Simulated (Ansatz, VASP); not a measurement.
**Al3GaIr in VASP and in Ansatz**

```
Al Ga Ir
1.0
     3.55422    0.00000    0.00000
     0.00000    3.55422    0.00000
     0.00000    0.00000    6.05908
Al Ga Ir
3 1 1
Direct
  0.00000 0.00000 0.76538
  0.00000 0.00000 0.23462
  0.00000 0.00000 0.50000
  0.50000 0.50000 0.50000
  0.50000 0.50000 0.00000
```

Alike in both runs: task single point; functional PBE; k mesh 6 × 6 × 4; occupations gaussian, width 0.1 eV; no spin polarisation.

|  | VASP | Ansatz |
| --- | --- | --- |
| version | VASP 6.6.1 | Ansatz 0.2.0 |
| potentials or method | VASP PAW PBE potentials, release 64 (Al, Ga_d, Ir), cutoff 520 eV | scalar-relativistic, plane waves, PAW |
| valence electrons in the cell | 31 | 39 |

Ansatz gave:

| Property | Result |
| --- | --- |
| gap on the k mesh at the Fermi level (eV) | none |
| rms of the force components (eV/Å) | 10.274 |

Which values does VASP return?

gap on the k mesh at the Fermi level (eV): none; rms of the force components (eV/Å): 10.248.

Atom by atom the forces differ by 0.026 eV/Å (rms over components). A gap of «none» marks a metal or a gap that the smearing closes. With one functional, cell and mesh, what is left measures potentials, basis and numerics. VASP's potentials hold 31 valence electrons a cell and Ansatz's 39, so a difference there can come from the potentials and not from the codes.

Neither program's run includes spin-orbit coupling.
